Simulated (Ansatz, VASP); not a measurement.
ZnS in VASP and in Ansatz

Contents of INCAR:

```
SYSTEM = ZnS
ALGO = Normal
EDIFF = 1E-6
ENCUT = 520
GGA = PS
ISIF = 2
ISMEAR = 0
LASPH = .TRUE.
LCHARG = .FALSE.
LREAL = .FALSE.
LWAVE = .FALSE.
NBANDS = 26
NELM = 80
PREC = Accurate
SIGMA = 0.01
```

Contents of KPOINTS:

```
k-points
0
G
  6 6 4
  0 0 0
```

The input POSCAR:

```
ZnS
1.0
    3.8572096661      0.0000000000      0.0000000000
   -1.9286048330      3.3404415585      0.0000000000
    0.0000000000      0.0000000000      6.1330325981
Zn S
2 2
Direct
    0.3333333333      0.6666666667      0.0024995089
    0.6666666667      0.3333333333      0.5024995089
    0.3333333333      0.6666666667      0.3825004911
    0.6666666667      0.3333333333      0.8825004911
```

Input for Ansatz:

```yaml
crystal:
  lattice:
    - [3.85720966606, 0.0, 0.0]
    - [-1.92860483303, 3.34044155853, 0.0]
    - [0.0, 0.0, 6.13303259813]
  atoms:
    - { symbol: Zn, position: [0.333333333333, 0.666666666667, 0.002499508868] }
    - { symbol: Zn, position: [0.666666666667, 0.333333333333, 0.502499508868] }
    - { symbol: S, position: [0.333333333333, 0.666666666667, 0.382500491132] }
    - { symbol: S, position: [0.666666666667, 0.333333333333, 0.882500491132] }
kpoints:
  mp_grid: { grid: [6, 6, 4] }
scf:
  occupations: { method: fixed }
  convergence: { dr2_threshold: 1.0e-10 }
hamiltonian:
  xc: pbesol
  pseudopotentials: { kind: all_electron, lapw: { basis_error: 0.0005 } }
output:
  forces: true
  stress: true
  eigenstates:
    kpoints:
      - [0.0, 0.0, 0.0]
      - [0.0, 0.0, -0.5]
      - [-0.5, 0.0, 0.0]
      - [-0.5, 0.5, 0.0]
      - [0.0, -0.5, 0.0]
      - [-0.5, 0.0, -0.5]
      - [-0.5, 0.5, -0.5]
      - [0.0, -0.5, -0.5]
  eigenvalues: true
```

Change from the starting cell: film at in-plane strain +0.02.

Alike in both runs: task single point; functional PBEsol; k mesh 6 × 6 × 4; no spin polarisation.

|  | VASP | Ansatz |
| --- | --- | --- |
| version | VASP 6.6.1 | Ansatz 0.2.0 |
| potentials or method | VASP PAW PBE potentials, release 64 (Zn, S), cutoff 520 eV | all-electron LAPW, scalar-relativistic |
| occupations | gaussian, width 0.01 eV | fixed |

|  | VASP | Ansatz | Ansatz less VASP |
| --- | --- | --- | --- |
| gap on the k mesh at the Fermi level (eV) | 2.05 | 2.05 | -0.001 |
| pressure (GPa) | -1.8 | -1.9 | -0.17 |
| traceless stress, the component that is largest in VASP (GPa) | 1.95 | 1.94 | -0.014 |

VASP's potentials were made for PBE, not for PBEsol. Ansatz ran all-electron here, and VASP with PAW potentials.
